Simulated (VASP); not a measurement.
The system is HgTe.

```xyz
2
Lattice="-3.0456 3.0456 1.5594 3.0456 -3.0456 1.5594 3.0456 3.0456 -1.5594" Properties=species:S:1:pos:R:3 pbc="T T T"
Hg    0.0000    3.0456    0.7797
Te    0.0000    0.0000    0.0000
```

- Program: VASP 6.6.1
- Task: relaxation of cell and atoms
- Functional: PBEsol
- Dispersion: D3(BJ)
- Potentials or basis: VASP PAW PBE potentials, release 64 (Hg, Te)
- Cutoff: 600 eV
- k mesh: 10 × 10 × 10
- Occupations: fermi-dirac, width 0.05 eV
- Spin: no spin polarisation

At the start: pressure -5.5 GPa; volume 28.93 Å³/atom.

Q: How do energy, volume and symmetry change on relaxing?

A: Over 7 steps the energy falls by 97.1 meV/atom and the volume is 25.46 Å³/atom (-12.0 %); space group I-4m2 (No. 119, to 0.1 Å) before and after.

Step by step:
```tsv
step	energy change (eV)	largest force (eV/Å)	pressure (GPa)	volume (Å³)
1	0.0000	0.0000	-5.47	57.86
2	-0.1711	0.0000	1.41	49.95
3	-0.1718	0.0000	0.98	50.36
4	-0.1924	0.0000	0.88	50.29
5	-0.1926	0.0000	0.86	50.29
6	-0.1938	0.0000	-0.39	51.26
7	-0.1942	0.0000	-0.07	50.93
```

Final structure:
```yaml
crystal:
  lattice:
    - [-2.84650, 2.84650, 1.57137]
    - [2.84650, -2.84650, 1.57137]
    - [2.84650, 2.84650, -1.57137]
  atoms:
    - { symbol: Hg, position: [0.75000, 0.25000, 0.50000] }
    - { symbol: Te, position: [0.00000, 0.00000, 0.00000] }
```

Caveat: the PAW data sets were made with another functional, which shifts forces and pressure a little.
